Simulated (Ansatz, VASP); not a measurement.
One calculation of TePb, two programs

```
Pb Te
1.0
     0.00000    3.08538    3.08538
     3.08538    0.00000    3.08538
     3.08538    3.08538    0.00000
Pb Te
1 1
Direct
  0.00000 0.00000 0.00000
  0.50000 0.50000 0.50000
```

Alike in both runs: task relaxation of cell and atoms; functional PBE; k mesh 9 × 9 × 9; occupations fermi-dirac, width 0.02 eV; no spin polarisation.

```csv
,VASP,Ansatz
version,VASP 6.6.1,Ansatz 0.2.0
potentials or method,"VASP PAW PBE potentials, release 64 (Pb_d, Te)","PAW with Ansatz's default frozen-core files, scalar-relativistic"
plane-wave cutoff (eV),600,420
valence electrons in the cell,20,30
```

VASP gave:

- relaxed volume (Å³/atom): 35.39
- relaxed cell length with the largest relative difference (Å): 4.643

What did Ansatz give for the same quantities?

Relaxed volume (Å³/atom): 35.40; relaxed cell length with the largest relative difference (Å): 4.644.

VASP's potentials hold 20 valence electrons a cell and Ansatz's 30, so a difference there can come from the potentials and not from the codes.

Neither program's run includes spin-orbit coupling. Noted on VASP's run: the volume moved by over 15 % at a fixed basis, so the end points are rough.
